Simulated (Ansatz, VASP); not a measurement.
## Te2Mo: VASP beside Ansatz

```xyz
6
Lattice="3.5571 0.0000 0.0000 -1.7785 3.0805 0.0000 0.0000 0.0000 15.2047" Properties=species:S:1:pos:R:3 pbc="T T T"
Te    0.0000    2.2037    9.5956
Te    1.7785    1.0268    1.9933
Te    0.0000    2.0537   13.2115
Te    1.7785    1.0268    5.6091
Mo    0.0000    2.0537    3.8012
Mo    1.7785    1.0268   11.4035
```

Alike in both runs: task single point; functional PBE; k mesh 12 × 12 × 2; occupations gaussian, width 0.05 eV; no spin polarisation.

|  | VASP | Ansatz |
| --- | --- | --- |
| version | VASP 6.6.1 | Ansatz 0.2.0 |
| potentials or method | VASP PAW PBE potentials, release 64 (Te, Mo_sv), cutoff 520 eV | scalar-relativistic, plane waves, PAW |
| valence electrons in the cell | 52 | 92 |

```tsv
	VASP	Ansatz	Ansatz less VASP
gap on the k mesh at the Fermi level (eV)	0.99	0.98	-0.004
least direct gap on the mesh (eV)	1.02	1.02	+0.001
pressure (GPa)	0.2	0.2	-0.01
traceless stress, the component that is largest in VASP (GPa)	1.75	1.75	+0.004
rms of the force components (eV/Å)	0.362	0.362	+0.0004
```

Atom by atom the forces differ by 0.006 eV/Å (rms over components). With one functional, cell and mesh, what is left measures potentials, basis and numerics. VASP's potentials hold 52 valence electrons a cell and Ansatz's 92, so a difference there can come from the potentials and not from the codes.

Spin-orbit coupling is off throughout.
